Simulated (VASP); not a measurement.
Eu:

```
CELL_PARAMETERS angstrom
3.94467 0.00000 0.00000
1.97233 3.41618 0.00000
1.97233 1.13873 3.22081
ATOMIC_POSITIONS crystal
Eu 0.00000 0.00000 0.00000
```

Base run:

* Program: VASP 6.6.1
* Functional: BLYP
* Potentials or basis: VASP PAW PBE potentials, release 64 (Eu)
* Cutoff: 520 eV
* k mesh: 9 × 9 × 9
* Occupations: fermi-dirac, width 0.1 eV
* Spin: collinear spin, ferromagnetic start
* Starting moments: [9.1] μB

Its results: pressure 0.1 GPa; net moment 7.29 μB per cell; site moments Eu +6.70 μB.

Question: The run is repeated on the same cell with these changes: functional from BLYP to LDA. What comes out?

Answer: Pressure -3.2 GPa; net moment 7.32 μB per cell; site moments Eu +6.70 μB.

LDA binds more tightly than BLYP, so the same cell stands under less pressure.

Caveats: the PAW data sets were made with another functional, which shifts forces and pressure a little.
